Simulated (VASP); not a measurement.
# Ta (Im-3m) in VASP: a series of runs

The runs below take Ta through single point, relaxation of cell and atoms, with PBE.

Everything below comes from runs of VASP 6.6.1. Logs are shortened: lines on timing, memory, paths and dates and some standing lists are left out, and cuts for length are marked.

### Step 1. The cell of the first run

It takes space group Im-3m (No. 229, cubic). Conventional cell: a = 3.321 Å, b = 3.321 Å, c = 3.321 Å, α = 90.00°, β = 90.00°, γ = 90.00°. Ta (site symmetry m-3m) has 14 Ta at 2.88 to 3.32 Å within 3.8 Å.

### Step 2. Single point, PBE

Contents of INCAR:

```
ALGO     = Fast           # electronic algorithm
EDIFF    = 1E-6           # SCF threshold, eV
ENCUT    = 520            # plane-wave cutoff, eV
GGA      = PE             # functional
ISIF     = 2              # what is computed and relaxed
ISMEAR   = 0              # smearing method
LASPH    = T              # aspherical terms in the spheres
LCHARG   = T              # write CHGCAR
LELF     = T              # ELF
LREAL    = F              # projectors in reciprocal space
LVHAR    = T            
LWAVE    = F              # write WAVECAR
NBANDS   = 12             # bands
NELM     = 60             # most SCF steps
PREC     = Accurate       # precision mode
SIGMA    = 0.3            # smearing width, eV
```

Contents of KPOINTS:

```
k-points
0
Gamma
  32 32 32
```

Contents of POSCAR:

```
Ta
1.0
   -1.6604223318      1.6604223318      1.6604223318
    1.6604223318     -1.6604223318      1.6604223318
    1.6604223318      1.6604223318     -1.6604223318
Ta
1
Direct
    0.0000000000      0.0000000000      0.0000000000
```

Potentials or basis: VASP PAW PBE potentials, release 64 (Ta_pv).

Run with:

```
> cat potpaw_PBE.64/Ta_pv/POTCAR > POTCAR
> mpirun -np 1 vasp_std > vasp.out
```

OUTCAR:

```text
EDIFF = 1E-6
   ENCUT = 520
   GGA = PE
   ISIF = 2
   ISMEAR = 0
   LASPH = T
   LREAL = F
   NELM = 60
   PREC = Accurate

 ion  position               nearest neighbor table
   1  0.000  0.000  0.000-

  LATTYP: Found a body centered cubic cell.
 ALAT       =     3.3208446636

  Lattice vectors:

 A1 = (  -1.6604223318,   1.6604223318,   1.6604223318)
 A2 = (   1.6604223318,  -1.6604223318,   1.6604223318)
 A3 = (   1.6604223318,   1.6604223318,  -1.6604223318)

Analysis of symmetry for initial positions (statically):
=====================================================================
 Subroutine PRICEL returns:
 Original cell was already a primitive cell.

 Routine SETGRP: Setting up the symmetry group for a
 body centered cubic supercell.

 Subroutine GETGRP returns: Found 48 space group operations
 (whereof 48 operations were pure point group operations)
 out of a pool of 48 trial point group operations.

The static configuration has the point symmetry O_h .

Analysis of symmetry for dynamics (positions and initial velocities):
=====================================================================
 Subroutine PRICEL returns:
 Original cell was already a primitive cell.

 Routine SETGRP: Setting up the symmetry group for a
 body centered cubic supercell.

 Subroutine GETGRP returns: Found 48 space group operations
 (whereof 48 operations were pure point group operations)
 out of a pool of 48 trial point group operations.

The dynamic configuration has the point symmetry O_h .

 Subroutine INISYM returns: Found 48 space group operations
 (whereof 48 operations are pure point group operations),
 and found     1 'primitive' translations

----------------------------------------------------------------------------------------

                                     Primitive cell

  volume of cell :      18.3112

  direct lattice vectors                    reciprocal lattice vectors
    -1.660422332  1.660422332  1.660422332     0.000000000  0.301128207  0.301128207
     1.660422332 -1.660422332  1.660422332     0.301128207  0.000000000  0.301128207
     1.660422332  1.660422332 -1.660422332     0.301128207  0.301128207  0.000000000

  length of vectors
     2.875935841  2.875935841  2.875935841     0.425859595  0.425859595  0.425859595

  position of ions in fractional coordinates (direct lattice)
     0.000000000  0.000000000  0.000000000

  ion indices of the primitive-cell ions
   primitive index   ion index
                 1           1

----------------------------------------------------------------------------------------

 KPOINTS: k-points

Automatic generation of k-mesh.
 Grid dimensions read from file:
 generate k-points for:   32   32   32

 Generating k-lattice:

  Cartesian coordinates                     Fractional coordinates (reciprocal lattice)
     0.000000000  0.009410256  0.009410256     0.031250000  0.000000000  0.000000000
     0.009410256  0.000000000  0.009410256     0.000000000  0.031250000  0.000000000
     0.009410256  0.009410256  0.000000000     0.000000000  0.000000000  0.031250000

  Length of vectors
     0.013308112  0.013308112  0.013308112

  Shift w.r.t. Gamma in fractional coordinates (k-lattice)
     0.000000000  0.000000000  0.000000000

 Subroutine IBZKPT returns following result:
 ===========================================

 Found    897 irreducible k-points:

 Following reciprocal coordinates:
            Coordinates               Weight
  0.000000  0.000000  0.000000      1.000000
  0.031250  0.000000  0.000000     12.000000
  0.062500  0.000000  0.000000     12.000000
  0.093750  0.000000  0.000000     12.000000
  0.125000  0.000000  0.000000     12.000000
  0.156250  0.000000  0.000000     12.000000
[... 16 lines left out ...]
  0.187500  0.031250  0.000000     48.000000
  0.218750  0.031250  0.000000     48.000000
 [... further k-points ...]
   k-points           NKPTS =    897   k-points in BZ     NKDIM =    897   number of bands    NBANDS=     12
   number of dos      NEDOS =    301   number of ions     NIONS =      1
   total plane-waves  NPLWV =  13824
   dimension x,y,z NGX =    24 NGY =   24 NGZ =   24
   dimension x,y,z NGXF=    48 NGYF=   48 NGZF=   48
   ions per type =               1
   NGX,Y,Z   is equivalent  to a cutoff of  13.87, 13.87, 13.87 a.u.
   NGXF,Y,Z  is equivalent  to a cutoff of  27.75, 27.75, 27.75 a.u.
 SYSTEM =  unknown system
   PREC   = accura    normal or accurate (medium, high low for compatibility)
   ISTART =      0    job   : 0-new  1-cont  2-samecut
   ICHARG =      2    charge: 1-file 2-atom 10-const
   ISPIN  =      1    spin polarized calculation?
   LNONCOLLINEAR =      F non collinear calculations
   LSORBIT =      F    spin-orbit coupling
   LASPH  =      T    aspherical Exc in radial PAW
   ENCUT  =  520.0 eV  38.22 Ry    6.18 a.u.   5.35  5.35  5.35*2*pi/ulx,y,z
   NELM   =     60;   NELMIN=  2; NELMDL= -5     # of ELM steps
   EDIFF  = 0.1E-05   stopping-criterion for ELM
   LREAL  =      F    real-space projection
   EDIFFG = 0.1E-04   stopping-criterion for IOM
   NSW    =      0    number of steps for IOM
   IBRION =     -1    ionic relax: 0-MD 1-quasi-New 2-CG
   NFREE  =      0    steps in history (QN), initial steepest desc. (CG)
   ISIF   =      2    stress and relaxation
   ISYM   =      2    0-nonsym 1-usesym 2-fastsym
   POTIM  = 0.5000    time-step for ionic-motion
   TEBEG  =    0.0;   TEEND  =   0.0 temperature during run
   PSTRESS=    0.0 pullay stress
   NELECT =      11.0000    total number of electrons
   NUPDOWN=      -1.0000    fix difference up-down
   EMIN   =  10.00;   EMAX   =-10.00  energy-range for DOS
   EFERMI =   0.00;   METHOD = LEGACY
   ISMEAR =     0;   SIGMA  =   0.30  broadening in eV -4-tet -1-fermi 0-gaus
   EFERMI_NEDOS =   21; number of points for ismear=-14 and -15
   IALGO  =     68    algorithm
   IMIX   =      4    mixing-type and parameters
     AMIX     =   0.40;   BMIX     =  1.00
     AMIX_MAG =   1.60;   BMIX_MAG =  1.00
  volume/ion in A,a.u.               =      18.31       123.57
  Fermi-wavevector in a.u.,A,eV,Ry     =   1.381340  2.610354 25.961268  1.908099
  Thomas-Fermi vector in A             =   2.506133
   LORBIT       =      0    0 simple, 1 ext, 2 COOP (PROOUT), +10 PAW based schemes
   GGA     = PE    functional components
   LHFCALC =     F    Hartree Fock is set to
   AEXX    =    0.0000 exact exchange contribution
   IVDW    =     0    specifies the selected vdW correction
   LEPSILON=     F    determine dielectric tensor
   LRPA    =     F    only Hartree local field effects (RPA)
 non-spin polarized calculation
 RMM-DIIS sequential band-by-band and
 Gauss-broadening in eV      SIGMA  =   0.30
  energy-cutoff  :      520.00
  volume of cell :       18.31
 maximum number of plane-waves:       531
 NGX is ok and might be reduce to    24
   NGX = 11   NGY = 11   NGZ = 11

 number of electron      11.0000000 magnetization

 Free energy of the ion-electron system (eV)
  ---------------------------------------------------
  ext. energy  EPLUGINS =         0.00000000
  ---------------------------------------------------
  free energy    TOTEN  =       -11.84274756 eV

  energy without entropy =      -11.78235327  energy(sigma->0) =      -11.81255042

 E-fermi :   5.3731     XC(G=0): -12.5337

 val. band max:        5.3692961478   @ k =  -0.4688   0.4688   0.1875
 cond. band min:       5.3734644388   @ k =   0.1562   0.0312   0.0000
 fundamental gap:      0.0041682911
 Fermi energy:         5.3730545518

 k-point     1 :       0.0000    0.0000    0.0000
  band No.  band energies     occupation
      1     -27.7818      2.00000
      2     -27.7818      2.00000
      3     -27.7818      2.00000
      4      -2.4991      2.00000
      5       6.0886      0.00074
      6       6.0886      0.00074
      7       6.0886      0.00074
      8       9.3034      0.00000
      9       9.3034      0.00000
     10      20.2862      0.00000
     11      20.2862      0.00000
     12      20.2862      0.00000

 k-point     2 :       0.0312    0.0000    0.0000
  band No.  band energies     occupation
      1     -27.7934      2.00000
      2     -27.7854      2.00000
      3     -27.7818      2.00000
      4      -2.4560      2.00000
      5       6.0603      0.00120
      6       6.0814      0.00084
      7       6.1306      0.00036
      8       9.2548      0.00000
      9       9.3034      0.00000
     10      20.3260      0.00000
     11      20.3621      0.00000
     12      20.4021      0.00000

 k-point     3 :       0.0625    0.0000    0.0000
  band No.  band energies     occupation
      1     -27.8277      2.00000
      2     -27.7959      2.00000
      3     -27.7820      2.00000
      4      -2.3278      2.00000
      5       5.9774      0.00439
      6       6.0563      0.00128
      7       6.2561      0.00003
      8       9.1240      0.00000
      9       9.3039      0.00000
     10      20.4397      0.00000
     11      20.5871      0.00000
     12      20.7322      0.00000
[... 286 lines left out ...]
 k-point    23 :       0.1875    0.0312    0.0000
  band No.  band energies     occupation
      1     -28.2028      2.00000
      2     -27.9115      2.00000
      3     -27.7882      2.00000
      4      -0.8546      2.00000
      5       5.1558      1.69428
      6       5.4838      0.60173
      7       7.8452      0.00000
      8       8.5772      0.00000
      9       9.4334      0.00000
     10      19.9943      0.00000
     11      20.9548      0.00000
     12      22.5855      0.00000

 k-point    24 :       0.2188    0.0312    0.0000
  band No.  band energies     occupation
      1     -28.3097      2.00000
      2     -27.9470      2.00000
      3     -27.7889      2.00000
      4      -0.4234      2.00000
      5       4.9370      1.96019
      6       5.3150      1.21568
      7       8.3792      0.00000
      8       8.6363      0.00000
      9       9.4959      0.00000
     10      19.9925      0.00000
     11      20.6588      0.00000
     12      22.1962      0.00000

 [... further k-points ...]
[... 5 lines left out ...]
  --------------------------------------------------------------------------------------
  -------------------------------------------------------------------------------------
  Total        0.0117186      0.0117186      0.0117186     -0.0000000     -0.0000000      0.0000000
  in kB        1.0253488      1.0253488      1.0253488     -0.0000000     -0.0000000      0.0000000
  external PRESSURE =       1.0253488 kB  Pullay stress =       0.0000000 kB

 VOLUME and BASIS-vectors are now :
 -----------------------------------------------------------------------------
  energy-cutoff  :      520.00
  volume of cell :       18.31
      direct lattice vectors                 reciprocal lattice vectors
    -1.660422332  1.660422332  1.660422332     0.000000000  0.301128207  0.301128207
     1.660422332 -1.660422332  1.660422332     0.301128207  0.000000000  0.301128207
     1.660422332  1.660422332 -1.660422332     0.301128207  0.301128207  0.000000000

 POSITION                                       TOTAL-FORCE (eV/Angst)
 -----------------------------------------------------------------------------------
      0.00000      0.00000      0.00000         0.000000      0.000000      0.000000
 -----------------------------------------------------------------------------------
    total drift:                               -0.000000      0.000000      0.000000

  FREE ENERGIE OF THE ION-ELECTRON SYSTEM (eV)
  ---------------------------------------------------
  free  energy   TOTEN  =       -11.8427475586 eV

  energy  without entropy=      -11.7823532738  energy(sigma->0) =      -11.81255042
```

Wall time 56 s (1 thread of Intel Xeon 6975P-C (Granite Rapids), shared host); peak memory 0.31 GiB.

Results:

| Quantity | Value |
| --- | --- |
| Free energy | -11.8427 eV |
| Pressure | 0.1 GPa |

Caveat: spin-orbit coupling is left out, which moves the levels of the heavy elements.

### Step 3. Relaxation of cell and atoms, PBE

This run uses another cell than the first one, of 18.13 Å³/atom, 0.990 times its volume.

Contents of INCAR:

```
SYSTEM = Ta
PREC = Accurate
ENCUT = 600
EDIFF = 1E-7
ISMEAR = 0
SIGMA = 0.3
LREAL = .FALSE.
LASPH = .TRUE.
NELM = 60
ALGO = Fast
ISIF = 3
LWAVE = .FALSE.
LCHARG = .FALSE.
GGA = PE
IBRION = 2
NSW = 80
EDIFFG = -0.005
```

Contents of KPOINTS:

```
Automatic mesh
0
G
  32 32 32
  0 0 0
```

Contents of POSCAR:

```
Ta
1.0
   -1.6550000000      1.6550000000      1.6550000000
    1.6550000000     -1.6550000000      1.6550000000
    1.6550000000      1.6550000000     -1.6550000000
Ta
1
Direct
    0.0000000000      0.0000000000      0.0000000000
```

Potentials or basis: VASP PAW PBE potentials, release 64 (Ta_pv).

Run with:

```
> cat potpaw_PBE.64/Ta_pv/POTCAR > POTCAR
> mpirun -np 1 vasp_std > vasp.out
```

OUTCAR:

```text
SYSTEM = Ta
   PREC = Accurate
   ENCUT = 600
   EDIFF = 1E-7
   ISMEAR = 0
   LREAL = .FALSE.
   LASPH = .TRUE.
   NELM = 60
   ISIF = 3
   GGA = PE
   IBRION = 2
   NSW = 80
   EDIFFG = -0.005

 ion  position               nearest neighbor table
   1  0.000  0.000  0.000-

  LATTYP: Found a body centered cubic cell.
 ALAT       =     3.3100000000

  Lattice vectors:

 A1 = (  -1.6550000000,   1.6550000000,   1.6550000000)
 A2 = (   1.6550000000,  -1.6550000000,   1.6550000000)
 A3 = (   1.6550000000,   1.6550000000,  -1.6550000000)

Analysis of symmetry for initial positions (statically):
=====================================================================
 Subroutine PRICEL returns:
 Original cell was already a primitive cell.

[... 248 lines left out ...]

 E-fermi :   5.3673     XC(G=0): -12.5301

 val. band max:        5.3640529493   @ k =  -0.4688   0.4688   0.1875
 cond. band min:       5.3683006410   @ k =   0.1562   0.0312   0.0000
 fundamental gap:      0.0042476918
 Fermi energy:         5.3672788427

 k-point     1 :       0.0000    0.0000    0.0000
  band No.  band energies     occupation
      1     -27.7900      2.00000
      2     -27.7900      2.00000
      3     -27.7900      2.00000
      4      -2.5021      2.00000
      5       6.0828      0.00074
      6       6.0828      0.00074
      7       6.0828      0.00074
      8       9.2952      0.00000
      9       9.2952      0.00000
[... 265 lines left out ...]
 k-point    24 :       0.2188    0.0312    0.0000
  band No.  band energies     occupation
      1     -28.3166      2.00000
      2     -27.9549      2.00000
      3     -27.7971      2.00000
      4      -0.4279      2.00000
      5       4.9322      1.95972
      6       5.3097      1.21392
      7       8.3712      0.00000
      8       8.6285      0.00000
      9       9.4875      0.00000

 [... further k-points ...]
[... 5 lines left out ...]
  --------------------------------------------------------------------------------------
  -------------------------------------------------------------------------------------
  Total        0.0005200      0.0005200      0.0005200     -0.0000000      0.0000000      0.0000000
  in kB        0.0454641      0.0454641      0.0454641     -0.0000000      0.0000000      0.0000000
  external PRESSURE =       0.0454641 kB  Pullay stress =       0.0000000 kB
[... 16 lines left out ...]
  FREE ENERGIE OF THE ION-ELECTRON SYSTEM (eV)
  ---------------------------------------------------
  free  energy   TOTEN  =       -11.8429812939 eV

  energy  without entropy=      -11.7825424329  energy(sigma->0) =      -11.81276186

 reached required accuracy - stopping structural energy minimisation
```

OSZICAR:

```text
N       E                     dE             d eps       ncg     rms          rms(c)
DAV:   1     0.511438898525E+02    0.51144E+02   -0.70767E+03 16154   0.130E+03
DAV:   2    -0.115408017228E+02   -0.62685E+02   -0.61752E+02 20703   0.262E+02
DAV:   3    -0.123001452545E+02   -0.75934E+00   -0.73463E+00 18841   0.283E+01
[... 29 lines left out ...]
RMM:   4    -0.118429618634E+02   -0.28187E-03   -0.14111E-03 16200   0.477E-01    0.648E-02
RMM:   5    -0.118429777407E+02   -0.15877E-04   -0.52456E-04 16147   0.258E-01    0.343E-02
RMM:   6    -0.118429803405E+02   -0.25998E-05   -0.62149E-05 16268   0.110E-01    0.214E-02
RMM:   7    -0.118429818151E+02   -0.14747E-05   -0.13671E-05 16180   0.423E-02    0.301E-02
RMM:   8    -0.118429811982E+02    0.61693E-06   -0.41716E-06 16171   0.250E-02    0.489E-03
RMM:   9    -0.118429812939E+02   -0.95717E-07   -0.61114E-07 15005   0.982E-03
   3 F= -.11842981E+02 E0= -.11812762E+02  d E =-.121352E-02
```

Wall time 2 min (1 thread of Intel Xeon 6975P-C (Granite Rapids), shared host); peak memory 0.32 GiB.

Results:

```yaml
Free_energy: -11.8430 eV
Relaxed_volume: 18.32 Å³/atom
Relaxed_cell: a = 2.877 Å, b = 2.877 Å, c = 2.877 Å, α = 109.47°, β = 109.47°, γ = 109.47°
Space_group_after_relaxing_to_0.05_Å: Im-3m (No. 229)
Energy_gained_by_relaxing: 1.2 meV/atom
Ionic_steps: 3
Pressure_after_relaxing: 0.0 GPa
```

Step by step:
| step | energy change (eV) | largest force (eV/Å) | pressure (GPa) | volume (Å³) |
| --- | --- | --- | --- | --- |
| 1 | 0.0000 | 0.0000 | 2.07 | 18.13 |
| 2 | 0.0047 | 0.0000 | -4.36 | 18.75 |
| 3 | -0.0012 | 0.0000 | 0.00 | 18.32 |

Final structure:
```
Ta
1.0
    -1.66081    1.66081    1.66081
     1.66081   -1.66081    1.66081
     1.66081    1.66081   -1.66081
Ta
1
Direct
  0.00000 0.00000 0.00000
```

Levels at points of the mesh, in eV from the Fermi level:
| k point | band 3 | band 4 | band 5 | band 6 | band 7 | band 8 | band 9 |
| --- | --- | --- | --- | --- | --- | --- | --- |
| (0.00, 0.00, 0.00) | -33.16 | -7.87 | 0.72 | 0.72 | 0.72 | 3.93 | 3.93 |
| (0.50, 0.00, 0.00) | -33.16 | -4.32 | -1.51 | 1.49 | 3.80 | 4.81 | 7.61 |
| (0.50, 0.50, 0.50) | -33.93 | -3.72 | -3.72 | 6.68 | 6.68 | 6.68 | 8.48 |

Caveat: spin-orbit coupling is left out, which moves the levels of the heavy elements.
